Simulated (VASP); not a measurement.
# Cr (P6_3/mmc) in VASP: notebook, part 2 of 2

VASP 6.6.1.

### 6 Relaxation of cell and atoms, r2SCAN

POSCAR

```
Cr
1.0
    2.5840033398      0.0000000000      0.0000000000
   -1.2920016699      2.2378125357      0.0000000000
    0.0000000000      0.0000000000      8.1791223164
Cr
4
Direct
    0.3333333333      0.6666666667      0.3778277944
    0.6666666667      0.3333333333      0.8778277944
    0.6666666667      0.3333333333      0.6221722056
    0.3333333333      0.6666666667      0.1221722056
```

INCAR.step1

```
PREC = Accurate ; ENCUT = 600
ISMEAR = 0 ; SIGMA = 0.1
LREAL = F ; LASPH = T
NELM = 100 ; GGA = PE
ALGO = Normal ; EDIFF = 1E-4
LWAVE = T ; LCHARG = F
```

INCAR.step2

```
PREC = Accurate ; ENCUT = 600
EDIFF = 1E-7 ; ISMEAR = 0
SIGMA = 0.1 ; LREAL = F
LASPH = T ; NELM = 100
ALGO = Normal ; ISIF = 3
LWAVE = F ; LCHARG = F
METAGGA = R2SCAN ; LMIXTAU = T
IBRION = 2 ; NSW = 90
EDIFFG = -0.04 ; ISTART = 1
```

KPOINTS

```
regular mesh
0
Gamma
  9 9 2
```

Potentials or basis: VASP PAW PBE potentials, release 64 (Cr_pv).

Started as:

```bash
cat potpaw_PBE.64/Cr_pv/POTCAR > POTCAR
cp INCAR.step1 INCAR
mpirun -np 1 vasp_std > vasp.out
cp INCAR.step2 INCAR
mpirun -np 1 vasp_std > vasp.out
```

OUTCAR:

```text
PREC = Accurate
   ENCUT = 600
   EDIFF = 1E-7
   ISMEAR = 0
   LREAL = F
   LASPH = T
   NELM = 100
   ISIF = 3
   METAGGA = R2SCAN
   IBRION = 2
   NSW = 90
   EDIFFG = -0.04
   ISTART = 1

 ion  position               nearest neighbor table
   1  0.333  0.667  0.378-   4 2.09   3 2.49   3 2.49   3 2.49
   2  0.667  0.333  0.878-   3 2.09   4 2.49   4 2.49   4 2.49
   3  0.667  0.333  0.622-   2 2.09   1 2.49   1 2.49   1 2.49
   4  0.333  0.667  0.122-   1 2.09   2 2.49   2 2.49   2 2.49

  LATTYP: Found a hexagonal cell.
 ALAT       =     2.5840033398
 C/A-ratio  =     3.1652909230

  Lattice vectors:

[... 189 lines left out ...]
  FORCE on cell =-STRESS in cart. coord.  units (eV):
  Direction    XX          YY          ZZ          XY          YZ          ZX
  --------------------------------------------------------------------------------------
  -------------------------------------------------------------------------------------
  Total        0.2002008      0.2002008      0.8787222      0.0000000      0.0000000      0.0000000
  in kB        6.7819230      6.7819230     29.7672478      0.0000000      0.0000000      0.0000000
  external PRESSURE =      14.4436979 kB  Pullay stress =       0.0000000 kB
[... 101 lines left out ...]
--------------------------------------- Ionic step        4  -------------------------------------------

 number of electron      48.0000007 magnetization

 Free energy of the ion-electron system (eV)
  ---------------------------------------------------
  ext. energy  EPLUGINS =         0.00000000
  ---------------------------------------------------
  free energy    TOTEN  =       -56.27610933 eV

  energy without entropy =      -56.24726354  energy(sigma->0) =      -56.26168644

 E-fermi :  10.5914     XC(G=0): -14.6849

 val. band max:       10.5514917541   @ k =   0.2222   0.0000   0.5000
 cond. band min:      10.6111556536   @ k =   0.1111  -0.0000   0.0000
 fundamental gap:      0.0596638995
 Fermi energy:        10.5914172239

 k-point     1 :       0.0000    0.0000    0.0000
  band No.  band energies     occupation
      1     -34.8977      2.00000
      2     -34.3862      2.00000
      3     -33.7519      2.00000
      4     -33.6907      2.00000
      5     -33.6907      2.00000
      6     -33.6123      2.00000
[... 764 lines left out ...]
  FREE ENERGIE OF THE ION-ELECTRON SYSTEM (eV)
  ---------------------------------------------------
  free  energy   TOTEN  =       -56.2761093347 eV

  energy  without entropy=      -56.2472635357  energy(sigma->0) =      -56.26168644

 reached required accuracy - stopping structural energy minimisation
```

OUTCAR.step1:

```text
PREC = Accurate
   ENCUT = 600
   ISMEAR = 0
   LREAL = F
[... 973 lines left out ...]
     -0.00000      1.49188      3.09030        -0.000000      0.000000      0.046491
      1.29200      0.74594      7.17986         0.000000     -0.000000      0.046491
      1.29200      0.74594      5.08882         0.000000      0.000000     -0.046491
     -0.00000      1.49188      0.99926        -0.000000      0.000000     -0.046491
 -----------------------------------------------------------------------------------
    total drift:                                0.000000     -0.000000      0.000000

  FREE ENERGIE OF THE ION-ELECTRON SYSTEM (eV)
  ---------------------------------------------------
  free  energy   TOTEN  =       -35.4479650812 eV

  energy  without entropy=      -35.4191018735  energy(sigma->0) =      -35.43353348
```

OSZICAR.step1:

```text
N       E                     dE             d eps       ncg     rms          rms(c)
DAV:   1     0.656095696192E+03    0.65610E+03   -0.30361E+04  1344   0.239E+03
DAV:   2    -0.875248071597E+00   -0.65697E+03   -0.64538E+03  1344   0.673E+02
DAV:   3    -0.389633379789E+02   -0.38088E+02   -0.36550E+02  1884   0.168E+02
DAV:   4    -0.401456891478E+02   -0.11824E+01   -0.11391E+01  1728   0.271E+01
DAV:   5    -0.401816097487E+02   -0.35921E-01   -0.32186E-01  1816   0.405E+00    0.234E+01
DAV:   6    -0.355070936605E+02    0.46745E+01   -0.27303E+01  1428   0.507E+01    0.261E+00
DAV:   7    -0.354769757096E+02    0.30118E-01   -0.47931E-01  1660   0.604E+00    0.155E+00
DAV:   8    -0.354485598683E+02    0.28416E-01   -0.45383E-02  1816   0.204E+00    0.346E-01
DAV:   9    -0.354480441247E+02    0.51574E-03   -0.87002E-03  1608   0.811E-01    0.136E-01
DAV:  10    -0.354479650812E+02    0.79044E-04   -0.98048E-04  1552   0.273E-01
   1 F= -.35447965E+02 E0= -.35433533E+02  d E =-.288632E-01
```

Wall time 6.2 min (1 thread of Intel Xeon 6975P-C (Granite Rapids), shared host); peak memory 0.22 GiB.

What came out:

| Property | Result |
| --- | --- |
| Free energy | -56.2761 eV |
| Relaxed volume | 11.88 Å³/atom |
| Relaxed cell | a = 2.581 Å, b = 2.581 Å, c = 8.239 Å, α = 90.00°, β = 90.00°, γ = 120.00° |
| Space group after relaxing (to 0.1 Å) | P6_3/mmc (No. 194) |
| Energy gained by relaxing | 1.0 meV/atom |
| Ionic steps | 4 |
| Pressure after relaxing | 0.1 GPa |
| Largest force after relaxing | 0.021 eV/Å |

Forces in eV/Å, atoms in the order of the input:
```
Cr   0.000  0.000 -0.021
Cr   0.000  0.000 -0.021
Cr   0.000  0.000  0.021
Cr   0.000  0.000  0.021
```

Step by step:
```
step  energy change (eV)  largest force (eV/Å)  pressure (GPa)  volume (Å³)
   1              0.0000                0.1082            1.44        47.30
   2             -0.0004                0.0246           -2.30        48.03
   3             -0.0032                0.0352           -0.51        47.67
   4             -0.0039                0.0208            0.10        47.53
```

Final structure:
```
Cr
1.0
     2.58094    0.00000    0.00000
    -1.29047    2.23516    0.00000
     0.00000    0.00000    8.23871
Cr
4
Direct
  0.33333 0.66667 0.37843
  0.66667 0.33333 0.87843
  0.66667 0.33333 0.62157
  0.33333 0.66667 0.12157
```

Levels at points of the mesh, in eV from the Fermi level:
```
           k point  band 20  band 21  band 22  band 23  band 24  band 25  band 26  band 27  band 28
(0.00, 0.00, 0.00)    -0.77    -0.76    -0.76    -0.22    -0.22    -0.04    -0.04     0.33     0.46
(0.00, 0.00, 0.50)    -0.65    -0.65    -0.65    -0.34    -0.34    -0.34    -0.34     0.19     0.19
```

Caveat: the k points lie up to 0.38 Å⁻¹ apart in the final cell; the highest band is partly filled, so the run has too few bands; the PAW data sets were made with another functional, which shifts forces and pressure a little; the run has no spin polarisation, though such a crystal can be magnetic. Spin polarisation is off, so any magnetic state and its effect on volume and gap are missing.

### 7 Summary

| task | spin | cell | k mesh | cutoff (eV) | gap on the mesh (eV) | pressure (GPa) | largest force (eV/Å) |
| --- | --- | --- | --- | --- | --- | --- | --- |
| single point | off | a = 2.594, b = 2.594, c = 8.125 Å, angles 90.0, 90.0, 120.0°, 4 atoms, atomic positions A | 21 × 21 × 6 | 520 | none | 1.4 | 0.25 |
| single point | off | a = 2.585, b = 2.585, c = 8.183 Å, angles 90.0, 90.0, 120.0°, 4 atoms, atomic positions A | 9 × 9 × 2 | 520 | none | 1.2 | 0.19 |
| single point | collinear | a = 2.584, b = 2.584, c = 8.179 Å, angles 90.0, 90.0, 120.0°, 4 atoms, atomic positions B | 6 × 6 × 4 | 520 | none | 1.1 | 0.17 |
| relaxation of cell and atoms | off | relaxed from a = 2.584, b = 2.584, c = 8.179 Å, angles 90.0, 90.0, 120.0°, 4 atoms, atomic positions B | 9 × 9 × 2 | 600 | - | 0.1 | 0.02 |

Alike in all rows: level r2SCAN; potentials or basis VASP PAW PBE potentials, release 64 (Cr_pv); smearing gaussian 0.1 eV.

Caveats: some runs use coarse meshes; the PAW data sets were made with another functional, which shifts forces and pressure a little; the highest band is partly filled, so the run has too few bands (at least some runs).

Absolute energies hang on the potentials; compare differences alone.
